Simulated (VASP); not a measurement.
# Be2HgN2 (I4/mmm) in VASP: a series of runs

Runs on Be2HgN2. Level: PBE. Tasks: single point, relaxation of cell and atoms.

All numbers are computed with VASP 6.6.1; they aren't measurements. Logs are shortened: lines on timing, memory, paths and dates and some standing lists are left out, and cuts for length are marked.

### Step 1. The cell of the first run

The structure is tetragonal, space group I4/mmm (No. 139). The conventional cell has a = 3.067 Å, b = 3.067 Å, c = 10.592 Å, α = 90.00°, β = 90.00°, γ = 90.00°. Within 2.3 Å of Be (site symmetry -4m2) lie 4 N at 1.74 Å and 4 Be at 2.17 Å. Hg (site symmetry 4/mmm) has 10 N at 2.83 to 3.48 Å and 8 Be at 3.06 Å and 4 Hg at 3.07 Å within 3.7 Å. N (site symmetry 4mm) has 4 Be at 1.74 Å within 2.3 Å.

### Step 2. Single point, PBE

INCAR

```
PREC = Accurate
ENCUT = 520
EDIFF = 1E-6
ISMEAR = 0
SIGMA = 0.1
LREAL = False
LASPH = True
NELM = 100
ALGO = Normal
ISIF = 2
LWAVE = False
LCHARG = True
GGA = PE
LELF = True
LVHAR = True
NBANDS = 21
```

KPOINTS

```
regular mesh
0
Gamma
  8 8 8
```

POSCAR

```
Be2HgN2
1.0
   -1.5333021391      1.5333021391      5.2957785446
    1.5333021391     -1.5333021391      5.2957785446
    1.5333021391      1.5333021391     -5.2957785446
Be Hg N
2 1 2
Direct
    0.2500000000      0.7500000000      0.5000000000
    0.7500000000      0.2500000000      0.5000000000
    0.0000000000      0.0000000000      0.0000000000
    0.6717043685      0.6717043685      0.0000000000
    0.3282956315      0.3282956315      0.0000000000
```

Potentials or basis: VASP PAW PBE potentials, release 64 (Be, Hg, N).

Run with:

```sh
> cat potpaw_PBE.64/Be/POTCAR potpaw_PBE.64/Hg/POTCAR potpaw_PBE.64/N/POTCAR > POTCAR
> mpirun -np 1 vasp_std > vasp.out
```

OUTCAR:

```text
PREC = Accurate
   ENCUT = 520
   EDIFF = 1E-6
   ISMEAR = 0
   LREAL = False
   LASPH = True
   NELM = 100
   ISIF = 2
   GGA = PE

 ion  position               nearest neighbor table
   1  0.250  0.750  0.500-   4 1.74   5 1.74   5 1.74   4 1.74   2 2.17   2 2.17   2 2.17   2 2.17
                             3 3.06   3 3.06   3 3.06   3 3.06
   2  0.750  0.250  0.500-   4 1.74   5 1.74   5 1.74   4 1.74   1 2.17   1 2.17   1 2.17   1 2.17
                             3 3.06   3 3.06   3 3.06   3 3.06
   3  0.000  0.000  0.000-   2 3.06   1 3.06   1 3.06   2 3.06   1 3.06   2 3.06   2 3.06   1 3.06

   4  0.672  0.672  0.000-   1 1.74   2 1.74   1 1.74   2 1.74
   5  0.328  0.328  0.000-   1 1.74   2 1.74   1 1.74   2 1.74

  LATTYP: Found a body centered tetragonal cell.
 ALAT       =     3.0666042782
 C/A-ratio  =     3.4538388812

  Lattice vectors:

 A1 = (  -1.5333021391,   1.5333021391,   5.2957785446)
 A2 = (   1.5333021391,  -1.5333021391,   5.2957785446)
 A3 = (   1.5333021391,   1.5333021391,  -5.2957785446)

Analysis of symmetry for initial positions (statically):
=====================================================================
 Subroutine PRICEL returns:
 Original cell was already a primitive cell.

 Routine SETGRP: Setting up the symmetry group for a
 body centered tetragonal supercell.

 Subroutine GETGRP returns: Found 16 space group operations
 (whereof 16 operations were pure point group operations)
 out of a pool of 16 trial point group operations.

The static configuration has the point symmetry D_4h.

Analysis of symmetry for dynamics (positions and initial velocities):
=====================================================================
 Subroutine PRICEL returns:
 Original cell was already a primitive cell.

 Routine SETGRP: Setting up the symmetry group for a
 body centered tetragonal supercell.

 Subroutine GETGRP returns: Found 16 space group operations
 (whereof 16 operations were pure point group operations)
 out of a pool of 16 trial point group operations.

The dynamic configuration has the point symmetry D_4h.

 Subroutine INISYM returns: Found 16 space group operations
 (whereof 16 operations are pure point group operations),
 and found     1 'primitive' translations

----------------------------------------------------------------------------------------

                                     Primitive cell

  volume of cell :      49.8018

  direct lattice vectors                    reciprocal lattice vectors
    -1.533302139  1.533302139  5.295778545     0.000000000  0.326093591  0.094414824
     1.533302139 -1.533302139  5.295778545     0.326093591  0.000000000  0.094414824
     1.533302139  1.533302139 -5.295778545     0.326093591  0.326093591  0.000000000

  length of vectors
     5.722525779  5.722525779  5.722525779     0.339486655  0.339486655  0.461165978

  position of ions in fractional coordinates (direct lattice)
     0.250000000  0.750000000  0.500000000
     0.750000000  0.250000000  0.500000000
     0.000000000  0.000000000  0.000000000
     0.671704369  0.671704369  0.000000000
     0.328295631  0.328295631  0.000000000

  ion indices of the primitive-cell ions
   primitive index   ion index
                 1           1
                 2           2
                 3           3
                 4           4
                 5           5

----------------------------------------------------------------------------------------

 KPOINTS: regular mesh

Automatic generation of k-mesh.
 Grid dimensions read from file:
 generate k-points for:    8    8    8

 Generating k-lattice:

  Cartesian coordinates                     Fractional coordinates (reciprocal lattice)
     0.000000000  0.040761699  0.011801853     0.125000000  0.000000000 -0.000000000
     0.040761699  0.000000000  0.011801853     0.000000000  0.125000000 -0.000000000
     0.040761699  0.040761699  0.000000000     0.000000000  0.000000000  0.125000000

  Length of vectors
     0.042435832  0.042435832  0.057645747

  Shift w.r.t. Gamma in fractional coordinates (k-lattice)
     0.000000000  0.000000000  0.000000000

 Subroutine IBZKPT returns following result:
 ===========================================

 Found     59 irreducible k-points:

 Following reciprocal coordinates:
            Coordinates               Weight
  0.000000  0.000000  0.000000      1.000000
  0.125000  0.000000  0.000000      8.000000
  0.250000  0.000000  0.000000      8.000000
  0.375000  0.000000 -0.000000      8.000000
  0.500000  0.000000  0.000000      4.000000
  0.125000  0.125000  0.000000      8.000000
[... 16 lines left out ...]
  0.250000  0.125000  0.125000     16.000000
  0.375000  0.125000  0.125000      8.000000
 [... further k-points ...]
   k-points           NKPTS =     59   k-points in BZ     NKDIM =     59   number of bands    NBANDS=     21
   number of dos      NEDOS =    301   number of ions     NIONS =      5
   total plane-waves  NPLWV = 110592
   dimension x,y,z NGX =    48 NGY =   48 NGZ =   48
   dimension x,y,z NGXF=    96 NGYF=   96 NGZF=   96
   ions per type =               2   1   2
   NGX,Y,Z   is equivalent  to a cutoff of  13.94, 13.94, 13.94 a.u.
   NGXF,Y,Z  is equivalent  to a cutoff of  27.89, 27.89, 27.89 a.u.
 SYSTEM =  unknown system
   PREC   = accura    normal or accurate (medium, high low for compatibility)
   ISTART =      0    job   : 0-new  1-cont  2-samecut
   ICHARG =      2    charge: 1-file 2-atom 10-const
   ISPIN  =      1    spin polarized calculation?
   LNONCOLLINEAR =      F non collinear calculations
   LSORBIT =      F    spin-orbit coupling
   LASPH  =      T    aspherical Exc in radial PAW
   ENCUT  =  520.0 eV  38.22 Ry    6.18 a.u.  10.64 10.64 10.64*2*pi/ulx,y,z
   NELM   =    100;   NELMIN=  2; NELMDL= -5     # of ELM steps
   EDIFF  = 0.1E-05   stopping-criterion for ELM
   LREAL  =      F    real-space projection
   EDIFFG = 0.1E-04   stopping-criterion for IOM
   NSW    =      0    number of steps for IOM
   IBRION =     -1    ionic relax: 0-MD 1-quasi-New 2-CG
   NFREE  =      0    steps in history (QN), initial steepest desc. (CG)
   ISIF   =      2    stress and relaxation
   ISYM   =      2    0-nonsym 1-usesym 2-fastsym
   POTIM  = 0.5000    time-step for ionic-motion
   TEBEG  =    0.0;   TEEND  =   0.0 temperature during run
   PSTRESS=    0.0 pullay stress
   NELECT =      26.0000    total number of electrons
   NUPDOWN=      -1.0000    fix difference up-down
   EMIN   =  10.00;   EMAX   =-10.00  energy-range for DOS
   EFERMI =   0.00;   METHOD = LEGACY
   ISMEAR =     0;   SIGMA  =   0.10  broadening in eV -4-tet -1-fermi 0-gaus
   EFERMI_NEDOS =   21; number of points for ismear=-14 and -15
   IALGO  =     38    algorithm
   IMIX   =      4    mixing-type and parameters
     AMIX     =   0.40;   BMIX     =  1.00
     AMIX_MAG =   1.60;   BMIX_MAG =  1.00
  volume/ion in A,a.u.               =       9.96        67.22
  Fermi-wavevector in a.u.,A,eV,Ry     =   1.318209  2.491053 23.642494  1.737674
  Thomas-Fermi vector in A             =   2.448195
   LORBIT       =      0    0 simple, 1 ext, 2 COOP (PROOUT), +10 PAW based schemes
   GGA     = PE    functional components
   LHFCALC =     F    Hartree Fock is set to
   AEXX    =    0.0000 exact exchange contribution
   IVDW    =     0    specifies the selected vdW correction
   LEPSILON=     F    determine dielectric tensor
   LRPA    =     F    only Hartree local field effects (RPA)
 non-spin polarized calculation
 Gauss-broadening in eV      SIGMA  =   0.10
  energy-cutoff  :      520.00
  volume of cell :       49.80
 maximum number of plane-waves:      1371
 NGX is ok and might be reduce to    48
   NGX = 21   NGY = 21   NGZ = 21

 number of electron      26.0000000 magnetization

 Free energy of the ion-electron system (eV)
  ---------------------------------------------------
  ext. energy  EPLUGINS =         0.00000000
  ---------------------------------------------------
  free energy    TOTEN  =       -24.48760567 eV

  energy without entropy =      -24.48023115  energy(sigma->0) =      -24.48391841

 E-fermi :   4.3994     XC(G=0): -11.4192

 val. band max:        4.3644347247   @ k =  -0.2500   0.1250   0.0000
 cond. band min:       4.4014546213   @ k =   0.5000   0.2500   0.1250
 fundamental gap:      0.0370198966
 Fermi energy:         4.3993926595

 k-point     1 :       0.0000    0.0000    0.0000
  band No.  band energies     occupation
      1     -11.3943      2.00000
      2      -8.5708      2.00000
      3      -3.3564      2.00000
      4      -3.2391      2.00000
      5      -1.9285      2.00000
      6      -1.9285      2.00000
[... 13 lines left out ...]
     20      15.9088      0.00000
     21      15.9088      0.00000

 k-point     2 :       0.1250    0.0000    0.0000
  band No.  band energies     occupation
      1     -11.2566      2.00000
      2      -8.6118      2.00000
      3      -3.2461      2.00000
      4      -3.0305      2.00000
      5      -1.9647      2.00000
      6      -1.8812      2.00000
[... 13 lines left out ...]
     20      15.7436      0.00000
     21      15.9791      0.00000

 k-point     3 :       0.2500    0.0000    0.0000
  band No.  band energies     occupation
      1     -10.8651      2.00000
      2      -8.7631      2.00000
      3      -3.1531      2.00000
      4      -2.4685      2.00000
      5      -2.0704      2.00000
      6      -1.7764      2.00000
[... 13 lines left out ...]
     20      15.9143      0.00000
     21      16.5404      0.00000
[... 457 lines left out ...]
 k-point    23 :       0.2500    0.1250    0.1250
  band No.  band energies     occupation
      1      -9.9427      2.00000
      2      -9.0106      2.00000
      3      -2.6533      2.00000
      4      -2.5761      2.00000
      5      -2.4804      2.00000
      6      -2.1534      2.00000
[... 13 lines left out ...]
     20      15.9562      0.00000
     21      16.7912      0.00000

 k-point    24 :       0.3750    0.1250    0.1250
  band No.  band energies     occupation
      1      -9.4365      2.00000
      2      -9.4061      2.00000
      3      -2.7227      2.00000
      4      -2.6950      2.00000
      5      -2.3399      2.00000
      6      -2.1763      2.00000
[... 13 lines left out ...]
     20      16.1915      0.00000
     21      16.6444      0.00000

 [... further k-points ...]

------------------------ aborting loop because EDIFF is reached ----------------------------------------

  FORCE on cell =-STRESS in cart. coord.  units (eV):
  Direction    XX          YY          ZZ          XY          YZ          ZX
  --------------------------------------------------------------------------------------
  -------------------------------------------------------------------------------------
  Total        0.1456322      0.1456322      0.1913945      0.0000000      0.0000000      0.0000000
  in kB        4.6851425      4.6851425      6.1573616      0.0000000      0.0000000      0.0000000
  external PRESSURE =       5.1758822 kB  Pullay stress =       0.0000000 kB

 VOLUME and BASIS-vectors are now :
 -----------------------------------------------------------------------------
  energy-cutoff  :      520.00
  volume of cell :       49.80
      direct lattice vectors                 reciprocal lattice vectors
    -1.533302139  1.533302139  5.295778545     0.000000000  0.326093591  0.094414824
     1.533302139 -1.533302139  5.295778545     0.326093591  0.000000000  0.094414824
     1.533302139  1.533302139 -5.295778545     0.326093591  0.326093591  0.000000000

 POSITION                                       TOTAL-FORCE (eV/Angst)
 -----------------------------------------------------------------------------------
      1.53330      0.00000      2.64789         0.000000      0.000000      0.000000
      0.00000      1.53330      2.64789         0.000000      0.000000     -0.000000
      0.00000      0.00000      0.00000         0.000000      0.000000      0.000000
      0.00000      0.00000      7.11440         0.000000      0.000000      0.032621
      0.00000      0.00000      3.47716        -0.000000     -0.000000     -0.032621
 -----------------------------------------------------------------------------------
    total drift:                                0.000000      0.000000     -0.000000

  FREE ENERGIE OF THE ION-ELECTRON SYSTEM (eV)
  ---------------------------------------------------
  free  energy   TOTEN  =       -24.4876056728 eV

  energy  without entropy=      -24.4802311526  energy(sigma->0) =      -24.48391841
```

It took 2.6 min on 1 thread of Intel Xeon Platinum 8259CL at 2.50GHz (Skylake/Cascade Lake), shared host; peak memory 0.35 GiB.

Results:

* Free energy: -24.4876 eV
* Pressure: 0.5 GPa
* Largest force: 0.033 eV/Å
* Band gap on the k mesh: zero (band 13 reaches 4.45 eV, above the bottom of band 14 at 4.26 eV)

Forces in eV/Å, atoms in the order of the input:
```
Be   0.000  0.000  0.000
Be   0.000  0.000  0.000
Hg   0.000  0.000  0.000
N    0.000  0.000  0.033
N    0.000  0.000 -0.033
```

Caveat: the k points lie up to 0.36 Å⁻¹ apart; spin-orbit coupling is left out, which moves the levels of the heavy elements.

### Step 3. Relaxation of cell and atoms, PBE

This run uses another cell than the first one, of 10.65 Å³/atom, 1.069 times its volume.

INCAR

```
PREC     = Accurate       # precision mode
ENCUT    = 600            # plane-wave cutoff, eV
EDIFF    = 1E-6           # SCF threshold, eV
ISMEAR   = 0              # smearing method
SIGMA    = 0.1            # smearing width, eV
LREAL    = F              # projectors in reciprocal space
LASPH    = T              # aspherical terms in the spheres
NELM     = 100            # most SCF steps
ALGO     = Normal         # electronic algorithm
ISIF     = 3              # what is computed and relaxed
LWAVE    = F              # write WAVECAR
LCHARG   = F              # write CHGCAR
GGA      = PE             # functional
IBRION   = 2              # ionic algorithm
NSW      = 90             # ionic steps
EDIFFG   = -0.04          # ionic threshold
```

KPOINTS

```
Automatic mesh
0
Gamma
  8 8 8
```

POSCAR

```
Be2HgN2
1.0
   -1.7182748508      1.7182748508      4.5083449056
    1.7182748508     -1.7182748508      4.5083449056
    1.7182748508      1.7182748508     -4.5083449056
Be Hg N
2 1 2
Direct
    0.2500000000      0.7500000000      0.5000000000
    0.7500000000      0.2500000000      0.5000000000
    0.0000000000      0.0000000000      0.0000000000
    0.6260000000      0.6260000000      0.0000000000
    0.3740000000      0.3740000000      0.0000000000
```

Potentials or basis: VASP PAW PBE potentials, release 64 (Be, Hg, N).

Run with:

```sh
> cat potpaw_PBE.64/Be/POTCAR potpaw_PBE.64/Hg/POTCAR potpaw_PBE.64/N/POTCAR > POTCAR
> mpirun -np 1 vasp_std > vasp.out
```

It took 14 min on 1 thread of Oxide Virtual Turin-like, shared host; peak memory 0.28 GiB.

It converged, with:

| Item | Value |
| --- | --- |
| Free energy | -24.4948 eV |
| Relaxed volume | 10.07 Å³/atom |
| Relaxed cell | a = 5.754 Å, b = 5.754 Å, c = 5.754 Å, α = 149.02°, β = 149.02°, γ = 44.39° |
| Space group after relaxing (to 0.05 Å) | I4/mmm (No. 139) |
| Energy gained by relaxing | 680.8 meV/atom |
| Ionic steps | 16 |
| Pressure after relaxing | 0.0 GPa |
| Largest force after relaxing | 0.024 eV/Å |
| Band gap on the k mesh | zero (band 13 reaches 4.34 eV, above the bottom of band 14 at 4.12 eV) |

Forces on the atoms (eV/Å):
```
Be   0.000  0.000  0.000
Be   0.000  0.000  0.000
Hg   0.000  0.000  0.000
N    0.000  0.000 -0.024
N    0.000  0.000  0.024
```

Stress tensor (GPa, compression positive):
```
-0.08  0.00  0.00
 0.00 -0.08  0.00
 0.00  0.00  0.06
```

The path:
```csv
step,energy change (eV),largest force (eV/Å),pressure (GPa),volume (Å³)
1,0.0000,4.2593,-12.45,53.24
2,-2.1845,2.7494,-0.77,47.07
3,-2.6594,0.7361,14.61,43.88
4,-3.2481,0.7287,6.98,47.54
5,-3.2813,0.9792,6.45,48.55
6,-3.2515,1.3305,7.14,50.54
7,-3.2753,1.1969,6.64,49.58
8,-3.3296,0.3721,-6.84,53.62
9,-3.3725,0.2236,-2.01,51.96
10,-3.3972,0.0973,-1.23,51.32
11,-3.4018,0.0060,-0.71,50.93
12,-3.4018,0.0001,-0.69,50.91
13,-3.4027,0.0918,0.35,50.50
14,-3.4027,0.0758,0.14,50.57
15,-3.4036,0.0495,0.06,50.46
16,-3.4040,0.0237,-0.03,50.34
```

Final structure:
```cif
data_structure
_symmetry_space_group_name_H-M 'P 1'
_symmetry_Int_Tables_number 1
_cell_length_a 5.7540
_cell_length_b 5.7540
_cell_length_c 5.7540
_cell_angle_alpha 149.017
_cell_angle_beta 149.017
_cell_angle_gamma 44.387
_cell_volume 50.34
loop_
_atom_site_label
_atom_site_type_symbol
_atom_site_fract_x
_atom_site_fract_y
_atom_site_fract_z
_atom_site_occupancy
Be1 Be 0.25000 0.75000 0.50000 1
Be2 Be 0.75000 0.25000 0.50000 1
Hg1 Hg 0.00000 0.00000 0.00000 1
N1 N 0.67297 0.67297 0.00000 1
N2 N 0.32703 0.32703 0.00000 1
```

Levels at points of the mesh, in eV from the Fermi level:
| k point | band 10 | band 11 | band 12 | band 13 | band 14 | band 15 | band 16 | band 17 |
| --- | --- | --- | --- | --- | --- | --- | --- | --- |
| (0.00, 0.00, 0.00) | -3.72 | -2.23 | -0.44 | -0.44 | -0.13 | 5.13 | 9.33 | 9.71 |
| (0.50, 0.00, 0.00) | -2.07 | -1.98 | -1.87 | -1.06 | 0.85 | 4.18 | 6.82 | 8.87 |
| (0.50, 0.50, 0.00) | -3.22 | -2.41 | -2.04 | -1.97 | 1.49 | 4.09 | 4.85 | 5.37 |
| (0.50, 0.50, 0.50) | -4.08 | -2.65 | -0.16 | -0.16 | 1.73 | 4.46 | 5.96 | 8.97 |

Caveat: spin-orbit coupling is left out, which moves the levels of the heavy elements.
